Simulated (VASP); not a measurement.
# BN (Fmm2) in VASP: settings compared, part 2 of 2

VASP 6.6.1. Earlier steps stand in the parts before.

## 3. Relaxation of cell and atoms, LDA

This run uses another cell than the first one, of 9.48 Å³/atom.

File INCAR:

```
PREC = Accurate ; ENCUT = 600
EDIFF = 1E-7 ; ISMEAR = 0
SIGMA = 0.01 ; LREAL = False
LASPH = True ; NELM = 120
ALGO = Normal ; ISIF = 3
LWAVE = False ; LCHARG = False
IBRION = 2 ; NSW = 80
EDIFFG = -0.01 ; GGA_COMPAT = False
NELMIN = 4
```

File KPOINTS:

```
Automatic mesh
0
Gamma
  10 10 10
```

File POSCAR:

```
BN
1.0
    0.0000000000      3.4953150000      2.1660900000
    1.2516300000      0.0000000000      2.1660900000
    1.2516300000      3.4953150000      0.0000000000
B N
1 1
Direct
    0.0000500000      0.0000500000      0.9999500000
    0.6666666667      0.6666666667      0.3333333333
```

Potentials or basis: VASP PAW LDA potentials, release 64 (B, N).

Run with:

```sh
$ cat potpaw_LDA.64/B/POTCAR potpaw_LDA.64/N/POTCAR > POTCAR
$ mpirun -np 1 vasp_std > vasp.out
```

It took 6.6 min on 1 thread of Intel Xeon Platinum 8259CL at 2.50GHz (Skylake/Cascade Lake), shared host; peak memory 0.16 GiB.

Results (log left out):

```yaml
Free_energy: -19.2918 eV
Relaxed_volume: 8.71 Å³/atom
Relaxed_cell: a = 3.896 Å, b = 2.488 Å, c = 3.478 Å, α = 79.67°, β = 38.93°, γ = 61.41°
Space_group_after_relaxing_to_0.1_Å: Fmm2 (No. 42)
Energy_gained_by_relaxing: 5.1 meV/atom
Ionic_steps: 19
Pressure_after_relaxing: 0.0 GPa
Band_gap_on_the_k_mesh: 3.30 eV (least direct gap 4.54 eV)
```

Forces in eV/Å, atoms in the order of the input:
```
B    0.000  0.000 -0.003
N    0.000  0.000  0.003
```

Step by step:
| step | energy change (eV) | largest force (eV/Å) | pressure (GPa) | volume (Å³) |
| --- | --- | --- | --- | --- |
| 1 | 0.0000 | 0.0131 | -3.95 | 18.95 |
| 2 | 0.0089 | 0.0460 | 6.96 | 18.32 |
| 3 | -0.0034 | 0.0055 | -0.38 | 18.73 |
| 4 | -0.0034 | 0.0058 | -0.30 | 18.73 |
| 5 | -0.0039 | 0.0155 | -0.28 | 18.66 |
| 6 | -0.0054 | 0.0796 | -0.23 | 18.47 |
| 7 | -0.0075 | 0.2091 | -0.07 | 18.08 |
| 8 | -0.0074 | 0.4739 | 0.44 | 17.30 |
| 9 | -0.0083 | 0.3227 | 0.11 | 17.74 |
| 10 | -0.0085 | 0.3128 | 0.11 | 17.73 |
| 11 | -0.0088 | 0.2832 | 0.10 | 17.69 |
| 12 | -0.0093 | 0.2243 | 0.09 | 17.62 |
| 13 | -0.0100 | 0.1073 | 0.07 | 17.47 |
| 14 | -0.0096 | 0.1223 | 0.10 | 17.18 |
| 15 | -0.0102 | 0.0296 | 0.08 | 17.37 |
| 16 | -0.0102 | 0.0238 | 0.08 | 17.37 |
| 17 | -0.0102 | 0.0212 | 0.07 | 17.37 |
| 18 | -0.0102 | 0.0133 | 0.03 | 17.39 |
| 19 | -0.0102 | 0.0026 | -0.02 | 17.43 |

Final structure:
```yaml
crystal:
  lattice:
    - [0.00000, 3.24669, 2.15413]
    - [1.24581, 0.00000, 2.15413]
    - [1.24581, 3.24669, 0.00000]
  atoms:
    - { symbol: B, position: [0.00015, 0.00015, 0.99985] }
    - { symbol: N, position: [0.66656, 0.66656, 0.33344] }
```

Levels at points of the mesh, in eV from the valence-band top:
```csv
k point,band 2,band 3,band 4,band 5,band 6,band 7
"(0.00, 0.00, 0.00)",-4.28,-1.49,-1.49,4.88,11.41,11.54
"(0.50, 0.00, 0.00)",-9.11,-4.34,-1.14,4.35,9.92,13.35
"(0.50, 0.50, 0.00)",-9.27,-4.33,-0.37,6.00,9.43,12.05
"(0.50, 0.00, 0.50)",-6.71,-1.54,-1.48,10.11,11.34,11.46
"(0.00, 0.50, 0.50)",-8.93,-4.41,-1.84,3.30,9.88,14.68
```

A k mesh can miss the band edges.

## 4. Relaxation of cell and atoms, BLYP+D3(BJ)

This run uses another cell than the first one, of 9.48 Å³/atom.

File INCAR:

```
SYSTEM = BN
PREC     = Accurate       ! precision mode
ENCUT    = 600            ! plane-wave cutoff, eV
EDIFF    = 1E-7           ! SCF threshold, eV
ISMEAR   = 0              ! smearing method
SIGMA    = 0.01           ! smearing width, eV
LREAL    = .False.        ! projectors in reciprocal space
LASPH    = .True.         ! aspherical terms in the spheres
NELM     = 120            ! most SCF steps
ALGO     = Normal         ! electronic algorithm
ISIF     = 3              ! what is computed and relaxed
LWAVE    = .False.        ! write WAVECAR
LCHARG   = .False.        ! write CHGCAR
GGA      = B5             ! functional
ALDAX    = 1.0          
AGGAX    = 1.0          
AGGAC    = 1.0          
ALDAC    = 0.0          
IVDW     = 12             ! dispersion correction
VDW_S6   = 1.0          
VDW_S8   = 2.6996       
VDW_A1   = 0.4298       
VDW_A2   = 4.2359       
IBRION   = 2              ! ionic algorithm
NSW      = 80             ! ionic steps
EDIFFG   = -0.01          ! ionic threshold
GGA_COMPAT= .False.      
NELMIN   = 4
```

File KPOINTS:

```
Automatic mesh
0
Gamma
  10 10 10
  0 0 0
```

POSCAR is that of step 3.

Potentials or basis: VASP PAW PBE potentials, release 64 (B, N).

Run with:

```sh
$ cat potpaw_PBE.64/B/POTCAR potpaw_PBE.64/N/POTCAR > POTCAR
$ mpirun -np 1 vasp_std > vasp.out
```

It took 6 min on 1 thread of Intel Xeon Platinum 8259CL at 2.50GHz (Skylake/Cascade Lake), shared host; peak memory 0.19 GiB.

The run converged. Its results:

```yaml
Free_energy: -17.3650 eV
Relaxed_volume: 8.74 Å³/atom
Relaxed_cell: a = 3.879 Å, b = 2.503 Å, c = 3.453 Å, α = 79.53°, β = 39.39°, γ = 61.08°
Space_group_after_relaxing_to_0.1_Å: Fmm2 (No. 42)
Energy_gained_by_relaxing: 8.1 meV/atom
Ionic_steps: 16
Pressure_after_relaxing: -0.1 GPa
Band_gap_on_the_k_mesh: 3.50 eV (least direct gap 4.69 eV)
Dispersion_energy_per_atom: -0.282 eV
```

Forces on the atoms (eV/Å):
```
B    0.000  0.000 -0.003
N    0.000  0.000  0.003
```

The path:
| step | energy change (eV) | largest force (eV/Å) | pressure (GPa) | volume (Å³) |
| --- | --- | --- | --- | --- |
| 1 | 0.0000 | 0.0132 | 0.10 | 18.95 |
| 2 | -0.0017 | 0.0381 | -2.79 | 18.97 |
| 3 | -0.0017 | 0.0308 | -2.37 | 18.97 |
| 4 | -0.0033 | 0.0159 | -2.31 | 18.86 |
| 5 | -0.0077 | 0.0291 | -2.12 | 18.56 |
| 6 | -0.0139 | 0.1210 | -1.63 | 17.95 |
| 7 | -0.0091 | 0.3136 | 0.06 | 16.75 |
| 8 | -0.0154 | 0.1754 | -1.24 | 17.60 |
| 9 | -0.0117 | 0.5090 | 2.34 | 17.27 |
| 10 | -0.0161 | 0.0250 | -0.24 | 17.50 |
| 11 | -0.0161 | 0.0290 | -0.22 | 17.50 |
| 12 | -0.0161 | 0.0218 | 0.43 | 17.45 |
| 13 | -0.0162 | 0.0076 | 0.05 | 17.48 |
| 14 | -0.0162 | 0.0225 | -0.09 | 17.48 |
| 15 | -0.0162 | 0.0104 | -0.04 | 17.48 |
| 16 | -0.0162 | 0.0029 | -0.14 | 17.48 |

Final structure:
```yaml
crystal:
  lattice:
    - [0.00000, 3.21697, 2.16701]
    - [1.25345, 0.00000, 2.16701]
    - [1.25345, 3.21697, 0.00000]
  atoms:
    - { symbol: B, position: [0.00016, 0.00016, 0.99984] }
    - { symbol: N, position: [0.66655, 0.66655, 0.33345] }
```

Levels at points of the mesh, in eV from the valence-band top:
```tsv
k point	band 1	band 2	band 3	band 4	band 5	band 6	band 7	band 8
(0.00, 0.00, 0.00)	-17.97	-4.08	-1.63	-1.63	5.32	11.42	11.55	12.96
(0.50, 0.00, 0.00)	-14.75	-9.04	-4.37	-1.12	4.53	9.90	13.73	16.57
(0.50, 0.50, 0.00)	-14.84	-9.20	-4.36	-0.34	6.15	9.45	12.50	14.22
(0.50, 0.00, 0.50)	-17.60	-6.52	-1.68	-1.61	10.39	11.34	11.46	12.39
(0.00, 0.50, 0.50)	-14.63	-8.86	-4.45	-1.83	3.50	9.83	15.10	19.18
```

Caveat: the PAW data sets were made with another functional, which shifts forces and pressure a little. A k mesh can miss the band edges.

## 5. Relaxation of cell and atoms, r2SCAN+D4

This run uses another cell than the first one, of 9.48 Å³/atom.

POSCAR is that of step 4.

File INCAR.step1:

```
SYSTEM = BN
  PREC = Accurate
  ENCUT = 660
  ISMEAR = 0
  SIGMA = 0.01
  LREAL = .False.
  LASPH = .True.
  NELM = 120
  GGA = PE
  ALGO = Normal
  EDIFF = 1E-5
  LWAVE = .True.
  LCHARG = .False.
  GGA_COMPAT = .False.
  IBRION = 2
  ISIF = 3
  EDIFFG = -0.005
  NELMIN = 4
  NSW = 100
```

File INCAR.step2:

```
SYSTEM = BN
  PREC = Accurate
  ENCUT = 660
  EDIFF = 1E-7
  ISMEAR = 0
  SIGMA = 0.01
  LREAL = .False.
  LASPH = .True.
  NELM = 120
  ALGO = Normal
  ISIF = 3
  LWAVE = .False.
  LCHARG = .False.
  METAGGA = R2SCAN
  LMIXTAU = .True.
  IVDW = 13
  VDW_S6 = 1.0
  VDW_S8 = 0.6018749
  VDW_A1 = 0.51559235
  VDW_A2 = 5.77342911
  IBRION = 2
  NSW = 80
  EDIFFG = -0.01
  ISTART = 1
  GGA_COMPAT = .False.
  NELMIN = 4
```

KPOINTS is that of step 4.

Run with:

```sh
$ cat potpaw_PBE.64/B/POTCAR potpaw_PBE.64/N/POTCAR > POTCAR
$ cp INCAR.step1 INCAR
$ mpirun -np 1 vasp_std > vasp.out
$ cp INCAR.step2 INCAR
$ mpirun -np 1 vasp_std > vasp.out
```

Run time: 33 min. Hardware: 1 thread of Intel Xeon Platinum 8259CL at 2.50GHz (Skylake/Cascade Lake), shared host; peak memory 0.19 GiB.

Results (log left out):

| Quantity | Value |
| --- | --- |
| Free energy | -19.4338 eV |
| Relaxed volume | 8.98 Å³/atom |
| Relaxed cell | a = 3.962 Å, b = 2.499 Å, c = 3.548 Å, α = 79.83°, β = 38.37°, γ = 61.79° |
| Space group after relaxing (to 0.1 Å) | Fmm2 (No. 42) |
| Energy gained by relaxing | 2.3 meV/atom |
| Ionic steps | 14 |
| Pressure after relaxing | 0.0 GPa |
| Band gap on the k mesh | 4.12 eV (least direct gap 5.38 eV) |
| Dispersion energy per atom | -0.069 eV |

Forces on the atoms (eV/Å):
```
B    0.000  0.000  0.003
N    0.000  0.000 -0.003
```

Stress tensor (GPa, compression positive):
```
-0.10  0.00  0.00
 0.00 -0.01  0.00
 0.00  0.00  0.03
```

The path:
| step | energy change (eV) | largest force (eV/Å) | pressure (GPa) | volume (Å³) |
| --- | --- | --- | --- | --- |
| 1 | 0.0000 | 0.0111 | -1.02 | 18.95 |
| 2 | -0.0003 | 0.0338 | 0.76 | 18.79 |
| 3 | -0.0004 | 0.0202 | 0.22 | 18.84 |
| 4 | -0.0009 | 0.0049 | 0.24 | 18.78 |
| 5 | -0.0021 | 0.0412 | 0.33 | 18.60 |
| 6 | -0.0037 | 0.1341 | 0.53 | 18.23 |
| 7 | -0.0018 | 0.3238 | 1.12 | 17.51 |
| 8 | -0.0039 | 0.1766 | 0.64 | 18.07 |
| 9 | -0.0043 | 0.1071 | 0.44 | 18.03 |
| 10 | -0.0044 | 0.0874 | -0.11 | 17.92 |
| 11 | -0.0045 | 0.0133 | 0.10 | 17.96 |
| 12 | -0.0045 | 0.0096 | 0.11 | 17.96 |
| 13 | -0.0045 | 0.0053 | 0.06 | 17.96 |
| 14 | -0.0046 | 0.0026 | -0.02 | 17.97 |

Final structure:
```xyz
2
Lattice="0.0000 3.3196 2.1633 1.2510 0.0000 2.1633 1.2510 3.3196 0.0000" Properties=species:S:1:pos:R:3 pbc="T T T"
B     1.2510    3.3196    0.0005
N     1.2510    3.3196    2.8841
```

Levels at points of the mesh, in eV from the valence-band top:
```csv
k point,band 2,band 3,band 4,band 5,band 6,band 7
"(0.00, 0.00, 0.00)",-4.37,-1.48,-1.47,5.48,12.23,12.33
"(0.50, 0.00, 0.00)",-9.41,-4.40,-1.07,5.17,10.56,14.34
"(0.50, 0.50, 0.00)",-9.54,-4.40,-0.37,6.77,10.08,12.98
"(0.50, 0.00, 0.50)",-6.54,-1.52,-1.46,10.90,12.16,12.27
"(0.00, 0.50, 0.50)",-9.26,-4.47,-1.68,4.12,10.54,15.79
```

Caveat: the PAW data sets were made with another functional, which shifts forces and pressure a little.

## 6. Overview

| task | level | potentials or basis | cell | cutoff (eV) | gap on the mesh (eV) | pressure (GPa) | relaxed volume (Å³/atom) |
| --- | --- | --- | --- | --- | --- | --- | --- |
| single point | r2SCAN+D4 | VASP PAW PBE potentials, release 64 (B, N) | a = 3.972, b = 2.497, c = 3.559 Å, angles 79.9, 38.2, 61.9°, 2 atoms | 660 | 4.16 | 0.4 | - |
| relaxation of cell and atoms | LDA | VASP PAW LDA potentials, release 64 (B, N) | relaxed from a = 4.112, b = 2.502, c = 3.713 Å, angles 80.3, 36.8, 62.9°, 2 atoms | 600 | 3.30 | 0.0 | 8.71 |
| relaxation of cell and atoms | BLYP+D3(BJ) | VASP PAW PBE potentials, release 64 (B, N) | relaxed from a = 4.112, b = 2.502, c = 3.713 Å, angles 80.3, 36.8, 62.9°, 2 atoms | 600 | 3.50 | -0.1 | 8.74 |
| relaxation of cell and atoms | r2SCAN+D4 | VASP PAW PBE potentials, release 64 (B, N) | relaxed from a = 4.112, b = 2.502, c = 3.713 Å, angles 80.3, 36.8, 62.9°, 2 atoms | 660 | 4.12 | 0.0 | 8.98 |

Alike in all rows: no spin polarisation; k mesh 10 × 10 × 10; smearing gaussian 0.01 eV.

Caveats: the PAW data sets were made with another functional, which shifts forces and pressure a little (at least some runs).

Total energies depend on the potentials used, so only differences within one code and one set of settings carry meaning.
